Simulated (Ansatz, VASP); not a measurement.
# Two plane-wave programs on MgPtC4N4

```
CELL_PARAMETERS angstrom
6.24442 0.00000 0.00000
0.00000 6.24442 0.00000
0.00000 0.00000 6.24442
ATOMIC_POSITIONS crystal
Mg 0.00000 0.00000 0.00000
Pt 0.50000 0.50000 0.50000
C 0.20128 0.20128 0.20128
C 0.20128 0.79872 0.79872
C 0.79872 0.20128 0.79872
C 0.79872 0.79872 0.20128
N 0.30939 0.30939 0.30939
N 0.30939 0.69061 0.69061
N 0.69061 0.30939 0.69061
N 0.69061 0.69061 0.30939
```

Alike in both runs: functional PBE; k mesh 4 × 4 × 4; occupations gaussian, width 0.1 eV; collinear spin.

Ansatz relaxed the structure, and its values are those at the end. VASP's run is a single point on that final structure, the one shown.

```csv
,VASP,Ansatz
version,VASP 6.6.1,Ansatz 0.2.0
potentials or method,"VASP PAW PBE potentials, release 64 (Mg, Pt, C, N), cutoff 520 eV","scalar-relativistic, plane waves, PAW"
valence electrons in the cell,48,64
```

```tsv
	VASP	Ansatz	Ansatz less VASP
gap on the k mesh at the Fermi level (eV)	none	none	-
pressure (GPa)	0.3	0.1	-0.26
rms of the force components (eV/Å)	0.194	0.007	-0.1862
net moment per atom (μB)	0.20	0.20	0.000
size of the moment on the site where the two differ most (μB)	1.29	0.95	-0.343
```

Site moments also hang on the region over which each program counts them. A gap of «none» marks a metal or a gap that the smearing closes. One of these differences is far larger than is usual between the two programs; its cause wasn't traced. With one functional, cell and mesh, what is left measures potentials, basis and numerics. VASP's potentials hold 48 valence electrons a cell and Ansatz's 64, so a difference there can come from the potentials and not from the codes.

Neither program's run includes spin-orbit coupling. Noted on VASP's run: the standard files for N, O and F lose accuracy on very short bonds.
